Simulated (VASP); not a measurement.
# MgB2 (P6/mmm) in VASP: further runs, part 2 of 3

VASP 6.6.1. The steps go on from the part before.

### Step 3. Single point, PBEsol

This run uses another cell than the first one, of 9.48 Å³/atom, 1.031 times its volume.

File INCAR:

```
SYSTEM = MgB2
  PREC = Accurate
  ENCUT = 520
  EDIFF = 1E-7
  ISMEAR = 0
  SIGMA = 0.1
  LREAL = .False.
  LASPH = .True.
  NELM = 60
  ALGO = Normal
  ISIF = 2
  LWAVE = .False.
  LCHARG = .True.
  GGA = PS
  LELF = .True.
  LVHAR = .True.
  NBANDS = 11
```

File KPOINTS:

```
regular mesh
0
Gamma
  18 18 12
  0 0 0
```

File POSCAR:

```
MgB2
1.0
    3.0647459415      0.0000000000      0.0000000000
   -1.5323729708      2.6541478415      0.0000000000
    0.0000000000      0.0000000000      3.4950068831
Mg B
1 2
Direct
    0.0000000000      0.0000000000      0.0000000000
    0.3333333333      0.6666666667      0.5000000000
    0.6666666667      0.3333333333      0.5000000000
```

Potentials or basis: VASP PAW PBE potentials, release 64 (Mg, B).

On the command line:

```console
$ cat potpaw_PBE.64/Mg/POTCAR potpaw_PBE.64/B/POTCAR > POTCAR
$ mpirun -np 1 vasp_std > vasp.out
```

OUTCAR:

```text
SYSTEM = MgB2
   PREC = Accurate
   ENCUT = 520
   EDIFF = 1E-7
   ISMEAR = 0
   LREAL = .False.
   LASPH = .True.
   NELM = 60
   ISIF = 2
   GGA = PS

 ion  position               nearest neighbor table
   1  0.000  0.000  0.000-   2 2.49   3 2.49   2 2.49   3 2.49   3 2.49   3 2.49   2 2.49   2 2.49
                             3 2.49   3 2.49   2 2.49   2 2.49
   2  0.333  0.667  0.500-   3 1.77   3 1.77   3 1.77   1 2.49   1 2.49   1 2.49   1 2.49   1 2.49
                             1 2.49
   3  0.667  0.333  0.500-   2 1.77   2 1.77   2 1.77   1 2.49   1 2.49   1 2.49   1 2.49   1 2.49
                             1 2.49

  LATTYP: Found a hexagonal cell.
 ALAT       =     3.0647459415
 C/A-ratio  =     1.1403904108

  Lattice vectors:

 A1 = (   3.0647459415,   0.0000000000,   0.0000000000)
 A2 = (  -1.5323729708,   2.6541478415,   0.0000000000)
 A3 = (   0.0000000000,   0.0000000000,   3.4950068831)

Analysis of symmetry for initial positions (statically):
=====================================================================
 Subroutine PRICEL returns:
 Original cell was already a primitive cell.

 Routine SETGRP: Setting up the symmetry group for a
 hexagonal supercell.

 Subroutine GETGRP returns: Found 24 space group operations
 (whereof 24 operations were pure point group operations)
 out of a pool of 24 trial point group operations.

The static configuration has the point symmetry D_6h.

Analysis of symmetry for dynamics (positions and initial velocities):
=====================================================================
 Subroutine PRICEL returns:
 Original cell was already a primitive cell.

 Routine SETGRP: Setting up the symmetry group for a
 hexagonal supercell.

 Subroutine GETGRP returns: Found 24 space group operations
 (whereof 24 operations were pure point group operations)
 out of a pool of 24 trial point group operations.

The dynamic configuration has the point symmetry D_6h.

 Subroutine INISYM returns: Found 24 space group operations
 (whereof 24 operations are pure point group operations),
 and found     1 'primitive' translations

----------------------------------------------------------------------------------------

                                     Primitive cell

  volume of cell :      28.4294

  direct lattice vectors                    reciprocal lattice vectors
     3.064745942  0.000000000  0.000000000     0.326291320  0.188384382  0.000000000
    -1.532372971  2.654147841  0.000000000     0.000000000  0.376768763  0.000000000
     0.000000000  0.000000000  3.495006883     0.000000000  0.000000000  0.286122469

  length of vectors
     3.064745942  3.064745942  3.495006883     0.376768763  0.376768763  0.286122469

  position of ions in fractional coordinates (direct lattice)
     0.000000000  0.000000000  0.000000000
     0.333333333  0.666666667  0.500000000
     0.666666667  0.333333333  0.500000000

  ion indices of the primitive-cell ions
   primitive index   ion index
                 1           1
                 2           2
                 3           3

----------------------------------------------------------------------------------------

 KPOINTS: regular mesh

Automatic generation of k-mesh.
 Grid dimensions read from file:
 generate k-points for:   18   18   12

 Generating k-lattice:

[... 40 lines left out ...]
  0.333333  0.111111  0.000000     12.000000
  0.388889  0.111111  0.000000     12.000000
 [... further k-points ...]
   k-points           NKPTS =    259   k-points in BZ     NKDIM =    259   number of bands    NBANDS=     11
   number of dos      NEDOS =    301   number of ions     NIONS =      3
   total plane-waves  NPLWV =  16128
   dimension x,y,z NGX =    24 NGY =   24 NGZ =   28
   dimension x,y,z NGXF=    48 NGYF=   48 NGZF=   56
   ions per type =               1   2
   NGX,Y,Z   is equivalent  to a cutoff of  13.02, 13.02, 13.32 a.u.
   NGXF,Y,Z  is equivalent  to a cutoff of  26.04, 26.04, 26.64 a.u.
 SYSTEM =  MgB2
   PREC   = accura    normal or accurate (medium, high low for compatibility)
   ISTART =      0    job   : 0-new  1-cont  2-samecut
   ICHARG =      2    charge: 1-file 2-atom 10-const
   ISPIN  =      1    spin polarized calculation?
   LNONCOLLINEAR =      F non collinear calculations
   LSORBIT =      F    spin-orbit coupling
   LASPH  =      T    aspherical Exc in radial PAW
   ENCUT  =  520.0 eV  38.22 Ry    6.18 a.u.   5.70  5.70  6.50*2*pi/ulx,y,z
   NELM   =     60;   NELMIN=  2; NELMDL= -5     # of ELM steps
   EDIFF  = 0.1E-06   stopping-criterion for ELM
   LREAL  =      F    real-space projection
   EDIFFG = 0.1E-05   stopping-criterion for IOM
   NSW    =      0    number of steps for IOM
   IBRION =     -1    ionic relax: 0-MD 1-quasi-New 2-CG
   NFREE  =      0    steps in history (QN), initial steepest desc. (CG)
   ISIF   =      2    stress and relaxation
   ISYM   =      2    0-nonsym 1-usesym 2-fastsym
   POTIM  = 0.5000    time-step for ionic-motion
   TEBEG  =    0.0;   TEEND  =   0.0 temperature during run
   PSTRESS=    0.0 pullay stress
   NELECT =       8.0000    total number of electrons
   NUPDOWN=      -1.0000    fix difference up-down
   EMIN   =  10.00;   EMAX   =-10.00  energy-range for DOS
   EFERMI =   0.00;   METHOD = LEGACY
   ISMEAR =     0;   SIGMA  =   0.10  broadening in eV -4-tet -1-fermi 0-gaus
   EFERMI_NEDOS =   21; number of points for ismear=-14 and -15
   IALGO  =     38    algorithm
   IMIX   =      4    mixing-type and parameters
     AMIX     =   0.40;   BMIX     =  1.00
     AMIX_MAG =   1.60;   BMIX_MAG =  1.00
  volume/ion in A,a.u.               =       9.48        63.95
  Fermi-wavevector in a.u.,A,eV,Ry     =   1.072792  2.027283 15.658716  1.150883
  Thomas-Fermi vector in A             =   2.208573
   LORBIT       =      0    0 simple, 1 ext, 2 COOP (PROOUT), +10 PAW based schemes
   GGA     = PS    functional components
   LHFCALC =     F    Hartree Fock is set to
   AEXX    =    0.0000 exact exchange contribution
   IVDW    =     0    specifies the selected vdW correction
   LEPSILON=     F    determine dielectric tensor
   LRPA    =     F    only Hartree local field effects (RPA)
 non-spin polarized calculation
 Gauss-broadening in eV      SIGMA  =   0.10
  energy-cutoff  :      520.00
  volume of cell :       28.43
 maximum number of plane-waves:       781
 NGX is ok and might be reduce to    24
   NGX = 11   NGY = 11   NGZ = 13

 number of electron       8.0000000 magnetization

 Free energy of the ion-electron system (eV)
  ---------------------------------------------------
  ext. energy  EPLUGINS =         0.00000000
  ---------------------------------------------------
  free energy    TOTEN  =       -16.22587467 eV

  energy without entropy =      -16.22298150  energy(sigma->0) =      -16.22442808

 E-fermi :   5.3227     XC(G=0): -11.0777

 val. band max:        5.3219113368   @ k =   0.4444   0.0000   0.0000
 cond. band min:       5.3351627022   @ k =   0.1111   0.0000   0.1667
 fundamental gap:      0.0132513654
 Fermi energy:         5.3226715951

 k-point     1 :       0.0000    0.0000    0.0000
  band No.  band energies     occupation
      1      -7.1795      2.00000
      2       2.3849      2.00000
      3       5.7326      0.00000
      4       5.7326      0.00000
      5       7.0516      0.00000
      6      11.7050      0.00000
      7      11.7050      0.00000
      8      13.6713      0.00000
      9      15.4702      0.00000
     10      18.1145      0.00000
     11      21.6366      0.00000
[... 309 lines left out ...]
 k-point    24 :       0.3889    0.1111    0.0000
  band No.  band energies     occupation
      1      -3.6783      2.00000
      2      -1.7473      2.00000
      3       2.2964      2.00000
      4       5.4912      0.01715
      5       8.7331      0.00000
      6       9.9769      0.00000
      7      10.9297      0.00000
      8      13.0881      0.00000
      9      16.4026      0.00000
     10      18.3428      0.00000
     11      19.5374      0.00000

 [... further k-points ...]
[... 5 lines left out ...]
  --------------------------------------------------------------------------------------
  -------------------------------------------------------------------------------------
  Total        0.0079675      0.0079675     -0.0243675     -0.0000000     -0.0000000      0.0000000
  in kB        0.4490205      0.4490205     -1.3732649     -0.0000000     -0.0000000      0.0000000
  external PRESSURE =      -0.1584080 kB  Pullay stress =       0.0000000 kB

 VOLUME and BASIS-vectors are now :
 -----------------------------------------------------------------------------
  energy-cutoff  :      520.00
  volume of cell :       28.43
      direct lattice vectors                 reciprocal lattice vectors
     3.064745942  0.000000000  0.000000000     0.326291320  0.188384382  0.000000000
    -1.532372971  2.654147841  0.000000000     0.000000000  0.376768763  0.000000000
     0.000000000  0.000000000  3.495006883     0.000000000  0.000000000  0.286122469

 POSITION                                       TOTAL-FORCE (eV/Angst)
 -----------------------------------------------------------------------------------
      0.00000      0.00000      0.00000        -0.000000      0.000000      0.000000
     -0.00000      1.76943      1.74750         0.000000      0.000000      0.000000
      1.53237      0.88472      1.74750        -0.000000      0.000000      0.000000
 -----------------------------------------------------------------------------------
    total drift:                                0.000000     -0.000000      0.000000

  FREE ENERGIE OF THE ION-ELECTRON SYSTEM (eV)
  ---------------------------------------------------
  free  energy   TOTEN  =       -16.2258746699 eV

  energy  without entropy=      -16.2229814972  energy(sigma->0) =      -16.22442808
```

OSZICAR:

```text
N       E                     dE             d eps       ncg     rms          rms(c)
DAV:   1     0.344012831201E+01    0.34401E+01   -0.38619E+03  6154   0.617E+02
DAV:   2    -0.172901870868E+02   -0.20730E+02   -0.19705E+02  7408   0.108E+02
DAV:   3    -0.178460723710E+02   -0.55589E+00   -0.55400E+00  7364   0.144E+01
DAV:   4    -0.178474735548E+02   -0.14012E-02   -0.14011E-02  6566   0.796E-01
DAV:   5    -0.178474790056E+02   -0.54509E-05   -0.54508E-05  7133   0.517E-02    0.523E+00
DAV:   6    -0.164654160437E+02    0.13821E+01   -0.17216E+00  6446   0.601E+00    0.247E+00
DAV:   7    -0.162324404685E+02    0.23298E+00   -0.88360E-01  6747   0.432E+00    0.746E-01
DAV:   8    -0.162359560660E+02   -0.35156E-02   -0.10071E-01  6345   0.170E+00    0.387E-01
DAV:   9    -0.162260099665E+02    0.99461E-02   -0.22780E-02  6319   0.685E-01    0.669E-02
DAV:  10    -0.162258859090E+02    0.12406E-03   -0.14149E-03  6997   0.206E-01    0.227E-02
DAV:  11    -0.162258758549E+02    0.10054E-04   -0.77314E-05  6394   0.508E-02    0.450E-03
DAV:  12    -0.162258747622E+02    0.10927E-05   -0.66973E-06  6449   0.122E-02    0.185E-03
DAV:  13    -0.162258746699E+02    0.92244E-07   -0.33369E-07  6588   0.330E-03
   1 F= -.16225875E+02 E0= -.16224428E+02  d E =-.289317E-02
```

Wall time 23 s (1 thread of Intel Xeon 6975P-C (Granite Rapids), shared host); peak memory 0.21 GiB.

Results:

* Free energy: -16.2259 eV
* Pressure: 0.0 GPa
* Band gap on the k mesh: zero (band 4 reaches 7.18 eV, above the bottom of band 5 at 3.29 eV)

Stress tensor (GPa, compression positive):
```
 0.04  0.00  0.00
 0.00  0.04  0.00
 0.00  0.00 -0.14
```

Caveat: the PAW data sets were made with another functional, which shifts forces and pressure a little.

[end of part 2 of 3]
